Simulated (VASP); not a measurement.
# GePt (Pmma) in VASP: further runs, part 2 of 3

VASP 6.6.1. The steps go on from the part before.

### 3 Single point, PBE

This run uses another cell than the first one, of 16.27 Å³/atom, 1.005 times its volume.

File INCAR:

```
SYSTEM = GePt
  PREC = Accurate
  ENCUT = 520
  EDIFF = 1E-6
  ISMEAR = 0
  SIGMA = 0.1
  LREAL = .FALSE.
  LASPH = .TRUE.
  NELM = 60
  ALGO = Normal
  ISIF = 2
  LWAVE = .FALSE.
  LCHARG = .FALSE.
  GGA = PE
  NBANDS = 32
```

File KPOINTS:

```
Automatic mesh
0
G
  4 6 4
  0 0 0
```

File POSCAR:

```
GePt
1.0
    4.6743492863      0.0000000000      0.0000000000
    0.0000000000      2.9250073084      0.0000000000
    0.0000000000      0.0000000000      4.7608022349
Ge Pt
2 2
Direct
    0.7500000000      0.0000000000      0.7124747417
    0.2500000000      0.0000000000      0.2875252583
    0.7500000000      0.5000000000      0.1945095651
    0.2500000000      0.5000000000      0.8054904349
```

Potentials or basis: VASP PAW PBE potentials, release 64 (Ge_d, Pt).

The run is started by

```console
$ cat potpaw_PBE.64/Ge_d/POTCAR potpaw_PBE.64/Pt/POTCAR > POTCAR
$ mpirun -np 1 vasp_std > vasp.out
```

OUTCAR:

```text
SYSTEM = GePt
   PREC = Accurate
   ENCUT = 520
   EDIFF = 1E-6
   ISMEAR = 0
   LREAL = .FALSE.
   LASPH = .TRUE.
   NELM = 60
   ISIF = 2
   GGA = PE

 ion  position               nearest neighbor table
   1  0.750  0.000  0.712-   3 2.72   3 2.72   4 2.79   4 2.79   4 2.79   4 2.79   3 2.87   3 2.87

   2  0.250  0.000  0.288-   4 2.72   4 2.72   3 2.79   3 2.79   3 2.79   3 2.79   4 2.87   4 2.87

   3  0.750  0.500  0.195-   1 2.72   1 2.72   2 2.79   2 2.79   2 2.79   2 2.79   1 2.87   1 2.87
                             4 2.98   4 2.98
   4  0.250  0.500  0.805-   2 2.72   2 2.72   1 2.79   1 2.79   1 2.79   1 2.79   2 2.87   2 2.87
                             3 2.98   3 2.98

  LATTYP: Found a simple orthorhombic cell.
 ALAT       =     2.9250073084
 B/A-ratio  =     1.5980641391
 C/A-ratio  =     1.6276206289

  Lattice vectors:

 A1 = (   0.0000000000,  -2.9250073084,   0.0000000000)
 A2 = (   4.6743492863,   0.0000000000,   0.0000000000)
 A3 = (   0.0000000000,   0.0000000000,   4.7608022349)

Analysis of symmetry for initial positions (statically):
=====================================================================
 Subroutine PRICEL returns:
 Original cell was already a primitive cell.

 Routine SETGRP: Setting up the symmetry group for a
 simple orthorhombic supercell.

 Subroutine GETGRP returns: Found  8 space group operations
 (whereof  4 operations were pure point group operations)
 out of a pool of  8 trial point group operations.

The static configuration has the point symmetry C_2h.
 The point group associated with its full space group is D_2h.

Analysis of symmetry for dynamics (positions and initial velocities):
=====================================================================
 Subroutine PRICEL returns:
 Original cell was already a primitive cell.

 Routine SETGRP: Setting up the symmetry group for a
 simple orthorhombic supercell.

 Subroutine GETGRP returns: Found  8 space group operations
 (whereof  4 operations were pure point group operations)
 out of a pool of  8 trial point group operations.

The dynamic configuration has the point symmetry C_2h.
 The point group associated with its full space group is D_2h.

 Subroutine INISYM returns: Found  8 space group operations
 (whereof  4 operations are pure point group operations),
 and found     1 'primitive' translations

----------------------------------------------------------------------------------------

                                     Primitive cell

  volume of cell :      65.0921

  direct lattice vectors                    reciprocal lattice vectors
     4.674349286  0.000000000  0.000000000     0.213933521  0.000000000  0.000000000
     0.000000000  2.925007308  0.000000000     0.000000000  0.341879488  0.000000000
     0.000000000  0.000000000  4.760802235     0.000000000  0.000000000  0.210048633

  length of vectors
     4.674349286  2.925007308  4.760802235     0.213933521  0.341879488  0.210048633

  position of ions in fractional coordinates (direct lattice)
     0.750000000  0.000000000  0.712474742
     0.250000000  0.000000000  0.287525258
     0.750000000  0.500000000  0.194509565
     0.250000000  0.500000000  0.805490435

  ion indices of the primitive-cell ions
   primitive index   ion index
                 1           1
                 2           2
[... 22 lines left out ...]
     0.000000000  0.000000000  0.000000000

 Subroutine IBZKPT returns following result:
 ===========================================

 Found     36 irreducible k-points:

 Following reciprocal coordinates:
            Coordinates               Weight
  0.000000  0.000000  0.000000      1.000000
  0.250000  0.000000  0.000000      2.000000
  0.500000  0.000000  0.000000      1.000000
  0.000000  0.166667  0.000000      2.000000
  0.250000  0.166667  0.000000      4.000000
  0.500000  0.166667  0.000000      2.000000
[... 16 lines left out ...]
  0.250000  0.500000  0.250000      4.000000
  0.500000  0.500000  0.250000      2.000000
 [... further k-points ...]
   k-points           NKPTS =     36   k-points in BZ     NKDIM =     36   number of bands    NBANDS=     32
   number of dos      NEDOS =    301   number of ions     NIONS =      4
   total plane-waves  NPLWV =  31104
   dimension x,y,z NGX =    36 NGY =   24 NGZ =   36
   dimension x,y,z NGXF=    72 NGYF=   48 NGZF=   72
   ions per type =               2   2
   NGX,Y,Z   is equivalent  to a cutoff of  12.80, 13.64, 12.57 a.u.
   NGXF,Y,Z  is equivalent  to a cutoff of  25.61, 27.28, 25.14 a.u.
 SYSTEM =  GePt
   PREC   = accura    normal or accurate (medium, high low for compatibility)
   ISTART =      0    job   : 0-new  1-cont  2-samecut
   ICHARG =      2    charge: 1-file 2-atom 10-const
   ISPIN  =      1    spin polarized calculation?
   LNONCOLLINEAR =      F non collinear calculations
   LSORBIT =      F    spin-orbit coupling
   LASPH  =      T    aspherical Exc in radial PAW
   ENCUT  =  520.0 eV  38.22 Ry    6.18 a.u.   8.69  5.44  8.85*2*pi/ulx,y,z
   NELM   =     60;   NELMIN=  2; NELMDL= -5     # of ELM steps
   EDIFF  = 0.1E-05   stopping-criterion for ELM
   LREAL  =      F    real-space projection
   EDIFFG = 0.1E-04   stopping-criterion for IOM
   NSW    =      0    number of steps for IOM
   IBRION =     -1    ionic relax: 0-MD 1-quasi-New 2-CG
   NFREE  =      0    steps in history (QN), initial steepest desc. (CG)
   ISIF   =      2    stress and relaxation
   ISYM   =      2    0-nonsym 1-usesym 2-fastsym
   POTIM  = 0.5000    time-step for ionic-motion
   TEBEG  =    0.0;   TEEND  =   0.0 temperature during run
   PSTRESS=    0.0 pullay stress
   NELECT =      48.0000    total number of electrons
   NUPDOWN=      -1.0000    fix difference up-down
   EMIN   =  10.00;   EMAX   =-10.00  energy-range for DOS
   EFERMI =   0.00;   METHOD = LEGACY
   ISMEAR =     0;   SIGMA  =   0.10  broadening in eV -4-tet -1-fermi 0-gaus
   EFERMI_NEDOS =   21; number of points for ismear=-14 and -15
   IALGO  =     38    algorithm
   IMIX   =      4    mixing-type and parameters
     AMIX     =   0.40;   BMIX     =  1.00
     AMIX_MAG =   1.60;   BMIX_MAG =  1.00
  volume/ion in A,a.u.               =      16.27       109.82
  Fermi-wavevector in a.u.,A,eV,Ry     =   1.479037  2.794975 29.763447  2.187552
  Thomas-Fermi vector in A             =   2.593245
   LORBIT       =      0    0 simple, 1 ext, 2 COOP (PROOUT), +10 PAW based schemes
   GGA     = PE    functional components
   LHFCALC =     F    Hartree Fock is set to
   AEXX    =    0.0000 exact exchange contribution
   IVDW    =     0    specifies the selected vdW correction
   LEPSILON=     F    determine dielectric tensor
   LRPA    =     F    only Hartree local field effects (RPA)
 non-spin polarized calculation
 Gauss-broadening in eV      SIGMA  =   0.10
  energy-cutoff  :      520.00
  volume of cell :       65.09
 maximum number of plane-waves:      1779
 NGX is ok and might be reduce to    36
   NGX = 17   NGY = 11   NGZ = 17

 number of electron      48.0000032 magnetization

 Free energy of the ion-electron system (eV)
  ---------------------------------------------------
  ext. energy  EPLUGINS =         0.00000000
  ---------------------------------------------------
  free energy    TOTEN  =       -21.79082750 eV

  energy without entropy =      -21.78088530  energy(sigma->0) =      -21.78585640

 E-fermi :   9.3395     XC(G=0): -12.5305

 val. band max:        9.3255446989   @ k =   0.2500   0.5000   0.2500
 cond. band min:       9.3466033569   @ k =   0.0000   0.5000   0.2500
 fundamental gap:      0.0210586580
 Fermi energy:         9.3394506100

 k-point     1 :       0.0000    0.0000    0.0000
  band No.  band energies     occupation
      1     -15.5395      2.00000
      2     -15.5173      2.00000
      3     -15.4844      2.00000
      4     -15.4783      2.00000
      5     -15.4549      2.00000
      6     -15.4539      2.00000
[... 829 lines left out ...]
     31      18.1678      0.00000
     32      18.1678      0.00000

 [... further k-points ...]
[... 5 lines left out ...]
  --------------------------------------------------------------------------------------
  -------------------------------------------------------------------------------------
  Total        0.1024908      0.1082345      0.1668325      0.0000000      0.0000000      0.0000000
  in kB        2.5227092      2.6640839      4.1064174      0.0000000      0.0000000      0.0000000
  external PRESSURE =       3.0977369 kB  Pullay stress =       0.0000000 kB

 VOLUME and BASIS-vectors are now :
 -----------------------------------------------------------------------------
  energy-cutoff  :      520.00
  volume of cell :       65.09
      direct lattice vectors                 reciprocal lattice vectors
     4.674349286  0.000000000  0.000000000     0.213933521  0.000000000  0.000000000
     0.000000000  2.925007308  0.000000000     0.000000000  0.341879488  0.000000000
     0.000000000  0.000000000  4.760802235     0.000000000  0.000000000  0.210048633

 POSITION                                       TOTAL-FORCE (eV/Angst)
 -----------------------------------------------------------------------------------
      3.50576      0.00000      3.39195        -0.000000     -0.000000     -0.019194
      1.16859      0.00000      1.36885         0.000000     -0.000000      0.019194
      3.50576      1.46250      0.92602        -0.000000     -0.000000      0.021698
      1.16859      1.46250      3.83478        -0.000000      0.000000     -0.021698
 -----------------------------------------------------------------------------------
    total drift:                                0.000000      0.000000      0.000000

  FREE ENERGIE OF THE ION-ELECTRON SYSTEM (eV)
  ---------------------------------------------------
  free  energy   TOTEN  =       -21.7908274970 eV

  energy  without entropy=      -21.7808852979  energy(sigma->0) =      -21.78585640
```

stdout:

```text
POSCAR found type information on POSCAR GePt
 POSCAR found :  2 types and       4 ions
 scaLAPACK will be used
 LDA part: xc-table for (Slater+PW92), standard interpolation
 POSCAR, INCAR and KPOINTS ok, starting setup
 FFT: planning ... GRIDC
 FFT: planning ... GRID_SOFT
 FFT: planning ... GRID
 WAVECAR not read
 entering main loop
```

Wall time 23 s (1 thread of Intel Xeon 6975P-C (Granite Rapids), shared host); peak memory 0.21 GiB.

Results:

```
Free energy            : -21.7908 eV
Pressure               : 0.3 GPa
Largest force          : 0.022 eV/Å
Band gap on the k mesh : zero (band 24 reaches 11.94 eV, above the bottom of band 25 at 8.89 eV)
```

Forces on the atoms (eV/Å):
```
Ge   0.000  0.000 -0.019
Ge   0.000  0.000  0.019
Pt   0.000  0.000  0.022
Pt   0.000  0.000 -0.022
```

Levels at points of the mesh, in eV from the Fermi level:
```
           k point  band 21  band 22  band 23  band 24  band 25  band 26  band 27  band 28
(0.00, 0.00, 0.00)    -2.00    -1.96    -1.76    -0.54    -0.43     1.90     2.11     3.58
(0.50, 0.00, 0.00)    -1.96    -1.96    -1.28    -1.28     0.59     0.59     6.54     6.54
(0.00, 0.50, 0.00)    -1.56    -0.83     0.07     2.60     2.76     2.84     2.96     3.37
(0.50, 0.50, 0.00)    -2.02    -2.02     0.13     0.13     0.37     0.37     3.99     3.99
(0.00, 0.00, 0.50)    -2.38    -1.85    -1.10    -1.06     0.88     1.03     5.43     6.58
(0.50, 0.00, 0.50)    -1.76    -1.76    -1.57    -1.57     5.15     5.15     7.08     7.08
(0.00, 0.50, 0.50)    -2.47    -1.61     0.02     0.09     0.22     0.50     3.06     3.30
(0.50, 0.50, 0.50)    -2.65    -2.65    -1.03    -1.03    -0.45    -0.45     2.01     2.01
```

Caveat: spin-orbit coupling is left out, which moves the levels of the heavy elements.

### 4 Relaxation of cell and atoms, PBE

File INCAR:

```
PREC     = Accurate       # precision mode
ENCUT    = 600            # plane-wave cutoff, eV
EDIFF    = 1E-6           # SCF threshold, eV
ISMEAR   = 0              # smearing method
SIGMA    = 0.1            # smearing width, eV
LREAL    = F              # projectors in reciprocal space
LASPH    = T              # aspherical terms in the spheres
NELM     = 100            # most SCF steps
ALGO     = Normal         # electronic algorithm
ISIF     = 3              # what is computed and relaxed
LWAVE    = F              # write WAVECAR
LCHARG   = F              # write CHGCAR
GGA      = PE             # functional
IBRION   = 2              # ionic algorithm
NSW      = 90             # ionic steps
EDIFFG   = -0.04          # ionic threshold
```

File KPOINTS:

```
regular mesh
0
Gamma
  4 6 4
```

File POSCAR:

```
GePt
1.0
    4.5762198753      0.0000000000      0.0000000000
    0.0000000000      3.0283807998      0.0000000000
    0.0000000000      0.0000000000      4.6723589483
Ge Pt
2 2
Direct
    0.7500000000      0.0000000000      0.6870000000
    0.2500000000      0.0000000000      0.3130000000
    0.7500000000      0.5000000000      0.1880000000
    0.2500000000      0.5000000000      0.8120000000
```

The run is started by

```console
$ cat potpaw_PBE.64/Ge_d/POTCAR potpaw_PBE.64/Pt/POTCAR > POTCAR
$ mpirun -np 1 vasp_std > vasp.out
```

Run time: 2.9 min. Hardware: 1 thread of Intel Xeon 6975P-C (Granite Rapids), shared host; peak memory 0.24 GiB.

The run converged. Its results:

| Item | Value |
| --- | --- |
| Free energy | -21.7903 eV |
| Relaxed volume | 16.33 Å³/atom |
| Relaxed cell | a = 4.679 Å, b = 2.928 Å, c = 4.767 Å, α = 90.00°, β = 90.00°, γ = 90.00° |
| Space group after relaxing (to 0.05 Å) | Pmma (No. 51) |
| Energy gained by relaxing | 30.5 meV/atom |
| Ionic steps | 11 |
| Pressure after relaxing | -0.2 GPa |
| Largest force after relaxing | 0.038 eV/Å |
| Band gap on the k mesh | zero (band 24 reaches 11.86 eV, above the bottom of band 25 at 8.82 eV) |

Forces in eV/Å, atoms in the order of the input:
```
Ge   0.000  0.000  0.015
Ge   0.000  0.000 -0.015
Pt   0.000  0.000  0.038
Pt   0.000  0.000 -0.038
```

Stress tensor (GPa, compression positive):
```
-0.12  0.00  0.00
 0.00 -0.32  0.00
 0.00  0.00 -0.05
```

Step by step:
| step | energy change (eV) | largest force (eV/Å) | pressure (GPa) | volume (Å³) |
| --- | --- | --- | --- | --- |
| 1 | 0.0000 | 0.6351 | 0.95 | 64.75 |
| 2 | -0.0708 | 0.4245 | -1.44 | 65.63 |
| 3 | -0.0948 | 0.2462 | -3.08 | 66.42 |
| 4 | -0.1003 | 0.0748 | 2.98 | 63.94 |
| 5 | -0.1145 | 0.1119 | 0.06 | 65.05 |
| 6 | -0.1167 | 0.0898 | 0.11 | 65.03 |
| 7 | -0.1202 | 0.0657 | 0.47 | 64.97 |
| 8 | -0.1204 | 0.0734 | 0.60 | 64.96 |
| 9 | -0.1214 | 0.0446 | -0.43 | 65.41 |
| 10 | -0.1214 | 0.0496 | -0.24 | 65.33 |
| 11 | -0.1220 | 0.0383 | -0.16 | 65.31 |

Final structure:
```cif
data_structure
_symmetry_space_group_name_H-M 'P 1'
_symmetry_Int_Tables_number 1
_cell_length_a 4.6786
_cell_length_b 2.9283
_cell_length_c 4.7674
_cell_angle_alpha 90.000
_cell_angle_beta 90.000
_cell_angle_gamma 90.000
_cell_volume 65.31
loop_
_atom_site_label
_atom_site_type_symbol
_atom_site_fract_x
_atom_site_fract_y
_atom_site_fract_z
_atom_site_occupancy
Ge1 Ge 0.75000 0.00000 0.71085 1
Ge2 Ge 0.25000 0.00000 0.28915 1
Pt1 Pt 0.75000 0.50000 0.19298 1
Pt2 Pt 0.25000 0.50000 0.80702 1
```

Levels at points of the mesh, in eV from the Fermi level:
| k point | band 20 | band 21 | band 22 | band 23 | band 24 | band 25 | band 26 | band 27 | band 28 |
| --- | --- | --- | --- | --- | --- | --- | --- | --- | --- |
| (0.00, 0.00, 0.00) | -2.27 | -1.96 | -1.95 | -1.73 | -0.56 | -0.46 | 1.95 | 2.17 | 3.54 |
| (0.50, 0.00, 0.00) | -2.57 | -1.94 | -1.94 | -1.30 | -1.30 | 0.61 | 0.61 | 6.52 | 6.52 |
| (0.00, 0.50, 0.00) | -2.30 | -1.56 | -0.82 | 0.06 | 2.57 | 2.77 | 2.86 | 2.98 | 3.30 |
| (0.50, 0.50, 0.00) | -2.30 | -2.01 | -2.01 | 0.13 | 0.13 | 0.39 | 0.39 | 3.98 | 3.98 |
| (0.00, 0.00, 0.50) | -2.42 | -2.37 | -1.83 | -1.09 | -1.09 | 0.91 | 1.06 | 5.42 | 6.56 |
| (0.50, 0.00, 0.50) | -2.87 | -1.74 | -1.74 | -1.57 | -1.57 | 5.11 | 5.11 | 7.07 | 7.07 |
| (0.00, 0.50, 0.50) | -2.62 | -2.44 | -1.60 | 0.02 | 0.09 | 0.21 | 0.52 | 3.00 | 3.26 |
| (0.50, 0.50, 0.50) | -2.97 | -2.61 | -2.61 | -1.02 | -1.02 | -0.47 | -0.47 | 2.01 | 2.01 |

Caveat: spin-orbit coupling is left out, which moves the levels of the heavy elements.

(Continued in part 3 of 3.)
